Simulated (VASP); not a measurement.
A run of VASP 6.6.1 is set up as follows.

File POSCAR:

```
C
1.0
    2.5100000000      0.0000000000      0.0000000000
   -1.2550000000      2.1737237635      0.0000000000
    0.0000000000      0.0000000000      4.1600000000
C
4
Direct
    0.3333333333      0.6666666667      0.0661057700
    0.6666666667      0.3333333333      0.5661057700
    0.6666666667      0.3333333333      0.9338942300
    0.3333333333      0.6666666667      0.4338942300
```

File INCAR.step1:

```
PREC     = Accurate       # precision mode
ENCUT    = 520            # plane-wave cutoff, eV
ISMEAR   = 0              # smearing method
SIGMA    = 0.01           # smearing width, eV
LREAL    = False          # projectors in reciprocal space
LASPH    = True           # aspherical terms in the spheres
NELM     = 80             # most SCF steps
NBANDS   = 16             # bands
GGA      = PE             # functional
ALGO     = Normal         # electronic algorithm
EDIFF    = 1E-4           # SCF threshold, eV
LWAVE    = True           # write WAVECAR
LCHARG   = False          # write CHGCAR
```

Contents of INCAR.step2:

```
PREC     = Accurate       # precision mode
ENCUT    = 520            # plane-wave cutoff, eV
EDIFF    = 1E-6           # SCF threshold, eV
ISMEAR   = 0              # smearing method
SIGMA    = 0.01           # smearing width, eV
LREAL    = False          # projectors in reciprocal space
LASPH    = True           # aspherical terms in the spheres
NELM     = 80             # most SCF steps
ALGO     = Normal         # electronic algorithm
ISIF     = 2              # what is computed and relaxed
LWAVE    = False          # write WAVECAR
LCHARG   = True           # write CHGCAR
METAGGA  = R2SCAN         # meta-GGA
LMIXTAU  = True         
LELF     = True           # ELF
LVHAR    = True         
NBANDS   = 16             # bands
ISTART   = 1
```

File KPOINTS:

```
Automatic mesh
0
Gamma
  12 12 8
```

Potentials or basis: VASP PAW PBE potentials, release 64 (C).

Run with:

```console
$ cat potpaw_PBE.64/C/POTCAR > POTCAR
$ cp INCAR.step1 INCAR
$ mpirun -np 1 vasp_std > vasp.out
$ cp INCAR.step2 INCAR
$ mpirun -np 1 vasp_std > vasp.out
```

Problem. What does it give for the band gap on the k mesh?

Solution. 2.94 eV, indirect (least direct gap 4.67 eV).

Problem. Predict the largest force.

Solution. 1.104 eV/Å.

Problem. What does it give for the pressure?

Solution. -0.5 GPa.

Stress tensor (GPa, compression positive):
```
-2.86  0.00  0.00
 0.00 -2.86  0.00
 0.00  0.00  4.29
```

Caveat: the PAW data sets were made with another functional, which shifts forces and pressure a little. A k mesh can miss the band edges.
